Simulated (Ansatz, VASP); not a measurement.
## Two plane-wave programs on In

Contents of POSCAR:

```
In
1.0
   -1.8825252400      1.8825252400      1.8825252400
    1.8825252400     -1.8825252400      1.8825252400
    1.8825252400      1.8825252400     -1.8825252400
In
1
Direct
    0.0000000000      0.0000000000      0.0000000000
```

The input INCAR.step1:

```
ALGO = Normal
EDIFF = 1E-5
ENCUT = 520
GGA = PE
ISIF = 2
ISMEAR = -1
LASPH = T
LCHARG = F
LREAL = F
LWAVE = T
NBANDS = 12
NELM = 100
PREC = Accurate
SIGMA = 0.05
```

File INCAR.step2:

```
AEXX = 0.2
AGGAC = 0.81
AGGAX = 0.72
ALDAC = 0.19
ALGO = Normal
EDIFF = 1E-6
ENCUT = 520
GGA = B3
ISIF = 2
ISMEAR = -1
ISTART = 1
LASPH = T
LCHARG = F
LHFCALC = T
LREAL = F
LWAVE = F
NBANDS = 12
NELM = 100
PREC = Accurate
PRECFOCK = Normal
SIGMA = 0.05
```

File KPOINTS:

```
k-points
0
Gamma
  5 5 5
```

Contents of input:

```
crystal:
  lattice:
    - [-1.88252524, 1.88252524, 1.88252524]
    - [1.88252524, -1.88252524, 1.88252524]
    - [1.88252524, 1.88252524, -1.88252524]
  atoms:
    - { symbol: In, position: [0.0, 0.0, 0.0] }
hamiltonian:
  xc: b3lyp
  pseudopotentials: { kind: paw }
kpoints:
  mp_grid: { grid: [5, 5, 5] }
scf:
  occupations: { method: fermi_dirac, width: 0.05 }
output:
  forces: true
  stress: true
  eigenvalues: true
```

Alike in both runs: task single point; functional B3LYP; k mesh 5 × 5 × 5; occupations fermi-dirac, width 0.05 eV; no spin polarisation.

|  | VASP | Ansatz |
| --- | --- | --- |
| version | VASP 6.6.1 | Ansatz 0.2.0 |
| potentials or method | VASP PAW PBE potentials, release 64 (In_d) | Ansatz PAW |
| plane-wave cutoff (eV) | 520 | 420 |
| valence electrons in the cell | 13 | 13 |

|  | VASP | Ansatz | Ansatz less VASP |
| --- | --- | --- | --- |
| gap on the k mesh at the Fermi level (eV) | none | none | - |
| pressure (GPa) | 3.4 | 3.4 | +0.03 |

VASP's potentials were made for PBE, not for B3LYP. A gap of «none» marks a metal or a gap that the smearing closes. The functional is the same, so the differences come from potentials, cutoffs and numerics.

The k mesh is coarse, so the values compare programs but aren't converged.
